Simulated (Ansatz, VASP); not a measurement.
## One calculation of MoSe, two programs

```xyz
2
Lattice="0.0000 2.8405 2.8405 2.8405 0.0000 2.8405 2.8405 2.8405 0.0000" Properties=species:S:1:pos:R:3 pbc="T T T"
Mo    0.0000    0.0000    0.0000
Se    1.4203    1.4203    1.4203
```

Alike in both runs: task single point; functional PBE; k mesh 10 × 10 × 10; occupations gaussian, width 0.05 eV; collinear spin.

```csv
,VASP,Ansatz
version,VASP 6.6.1,Ansatz 0.2.0
potentials or method,"VASP PAW PBE potentials, release 64 (Mo_sv, Se), cutoff 520 eV","scalar-relativistic, plane waves, PAW"
valence electrons in the cell,20,30
```

|  | VASP | Ansatz | Ansatz less VASP |
| --- | --- | --- | --- |
| gap on the k mesh at the Fermi level (eV) | none | none | - |
| pressure (GPa) | 0.1 | -0.1 | -0.17 |
| net moment per atom (μB) | 0.59 | 0.59 | +0.001 |
| size of the moment on the site where the two differ most (μB) | 1.04 | 0.83 | -0.213 |

Site moments also hang on the region over which each program counts them. A gap of «none» marks a metal or a gap that the smearing closes. VASP's potentials hold 20 valence electrons a cell and Ansatz's 30, so a difference there can come from the potentials and not from the codes. Ansatz's warnings: stability check not made.
